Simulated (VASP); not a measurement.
The system is MoS2.

```xyz
6
Lattice="3.1851 0.0000 0.0000 -1.5925 2.7584 0.0000 1.1846 0.0000 14.8080" Properties=species:S:1:pos:R:3 pbc="T T T"
Mo    1.8887    0.9217    3.7020
Mo    0.8885    1.8367   11.1060
S     2.4495    0.9173    9.5435
S     0.3276    1.8411    5.2645
S     2.5125    0.9173   12.6685
S     0.2647    1.8411    2.1395
```

This cell differs from its parent crystal: shear of c along a, cell held: +8.0 %.

| Quantity | Value |
| --- | --- |
| Program | VASP 6.6.1 |
| Task | relaxation of the atoms |
| Functional | PBE |
| Potentials or basis | VASP PAW PBE potentials, release 64 (Mo_sv, S) |
| Cutoff | 520 eV |
| k mesh | 12 × 12 × 2 |
| Occupations | gaussian, width 0.02 eV |
| Spin | no spin polarisation |

At the start: pressure -0.0 GPa; volume 21.68 Å³/atom.

Q: Where does the relaxation end?

A: Over 5 steps the energy falls by 3.0 meV/atom at a fixed cell; space group C2/c (No. 15, to 0.1 Å) before and after.

The path:
```tsv
step	energy change (eV)	largest force (eV/Å)	pressure (GPa)
1	0.0000	0.2818	-0.05
2	-0.0120	0.1601	-0.08
3	-0.0176	0.0480	-0.10
4	-0.0176	0.0367	-0.04
5	-0.0177	0.0043	-0.07
```

Final structure:
```
CELL_PARAMETERS angstrom
3.18507 0.00000 0.00000
-1.59253 2.75835 0.00000
1.18464 0.00000 14.80800
ATOMIC_POSITIONS crystal
Mo 0.66708 0.33416 0.25000
Mo 0.33292 0.66584 0.75000
S 0.70549 0.33253 0.64451
S 0.29451 0.66747 0.35549
S 0.62704 0.33253 0.85549
S 0.37296 0.66747 0.14451
```

Caveat: the cell differs from its parent crystal (shear of c along a, cell held: +8.0 %); this functional lacks dispersion, which binds layers or chains, so the pressure and a relaxed spacing across them are unreliable.
